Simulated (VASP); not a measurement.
A run of VASP 6.6.1 is set up as follows.

Contents of INCAR:

```
ALGO = Fast ; EDIFF = 1E-6
ENCUT = 520 ; GGA = PE
ISIF = 2 ; ISMEAR = 0
LASPH = T ; LCHARG = F
LREAL = F ; LWAVE = F
NBANDS = 21 ; NELM = 60
PREC = Accurate ; SIGMA = 0.1
```

Contents of KPOINTS:

```
k-points
0
Gamma
  14 14 14
```

POSCAR

```
Sn
1.0
   -2.8697240914      2.6948232008      1.4479066447
    2.8697240914     -2.8867394395      1.8007234993
    2.8697240914      2.8867394395     -1.8007234993
Sn
2
Direct
    0.7086432606      0.2322556521      0.4763876085
    0.0413567394      0.0177443479      0.0236123915
```

Potentials or basis: VASP PAW PBE potentials, release 64 (Sn_d).

Launch:

```sh
$ cat potpaw_PBE.64/Sn_d/POTCAR > POTCAR
$ mpirun -np 1 vasp_std > vasp.out
```

Problem. Estimate the largest force.

Solution. 3.228 eV/Å.

Problem. What does it give for the pressure?

Solution. 10.0 GPa.

Problem. What does it give for the band gap on the k mesh?

Solution. Zero (band 14 reaches 10.43 eV, above the bottom of band 15 at 5.70 eV).

Stress tensor (GPa, compression positive):
```
 2.16  0.00  0.00
 0.00 25.06  7.04
 0.00  7.04  2.86
```

Caveat: the cell differs from its parent crystal (strained and its atoms moved); spin-orbit coupling is left out, which moves the levels of the heavy elements; forces of over 1 eV/Å act on the atoms, so gaps and moduli don't describe the material at rest.
